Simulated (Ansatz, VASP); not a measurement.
# One calculation of Ba2Hf2O, two programs

```
Ba Hf O
1.0
     3.53315    0.00000    0.00000
    -1.76658    3.05980    0.00000
     0.00000    0.00000   12.40721
Ba Hf O
2 2 1
Direct
  0.33333 0.66667 0.13471
  0.66667 0.33333 0.86529
  0.33333 0.66667 0.59045
  0.66667 0.33333 0.40955
  0.00000 0.00000 0.00000
```

Change from the starting cell: species swapped into the CaAl2Ge2 type (P-3m1, No. 164).

Alike in both runs: functional PBE; k mesh 12 × 12 × 4; occupations gaussian, width 0.1 eV; no spin polarisation.

Ansatz relaxed the structure, and its values are those at the end. VASP's run is a single point on that final structure, the one shown.

|  | VASP | Ansatz |
| --- | --- | --- |
| version | VASP 6.6.1 | Ansatz 0.2.0 |
| potentials or method | VASP PAW PBE potentials, release 64 (Ba_sv, Hf_pv, O), cutoff 520 eV | scalar-relativistic, plane waves, PAW |
| valence electrons in the cell | 46 | 78 |

```csv
,VASP,Ansatz,Ansatz less VASP
gap on the k mesh at the Fermi level (eV),none,none,-
pressure (GPa),0.9,0.0,-0.94
rms of the force components (eV/Å),0.072,0.001,-0.0709
```

A gap of «none» marks a metal or a gap that the smearing closes. VASP's potentials hold 46 valence electrons a cell and Ansatz's 78, so a difference there can come from the potentials and not from the codes.

Spin-orbit coupling is off throughout.
